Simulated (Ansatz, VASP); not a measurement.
**One calculation of Hf5C3, two programs**

```
Hf C
1.0
     4.71439    0.00000    0.00000
    -2.35720    4.08278    0.00000
     0.00000    0.00000    6.98881
Hf C
5 3
Direct
  0.33333 0.66667 0.70439
  0.66667 0.33333 0.70439
  0.66667 0.33333 0.29561
  0.33333 0.66667 0.29561
  0.00000 0.00000 0.00000
  0.33333 0.66667 0.00000
  0.66667 0.33333 0.00000
  0.00000 0.00000 0.50000
```

Alike in both runs: functional PBE; k mesh 4 × 4 × 2; occupations gaussian, width 0.2 eV; no spin polarisation.

Ansatz relaxed the structure, and its values are those at the end. VASP's run is a single point on that final structure, the one shown.

|  | VASP | Ansatz |
| --- | --- | --- |
| version | VASP 6.6.1 | Ansatz 0.2.0 |
| potentials or method | VASP PAW PBE potentials, release 64 (Hf_pv, C), cutoff 520 eV | scalar-relativistic, plane waves, PAW |
| valence electrons in the cell | 62 | 142 |

```csv
,VASP,Ansatz,Ansatz less VASP
gap on the k mesh at the Fermi level (eV),none,none,-
pressure (GPa),-0.3,0.0,+0.31
rms of the force components (eV/Å),0.003,0.004,+0.0007
```

A gap of «none» marks a metal or a gap that the smearing closes. The functional is the same, so the differences come from potentials, cutoffs and numerics. VASP's potentials hold 62 valence electrons a cell and Ansatz's 142, so a difference there can come from the potentials and not from the codes.

The k mesh is coarse, so the values compare programs but aren't converged. Spin-orbit coupling is off throughout.
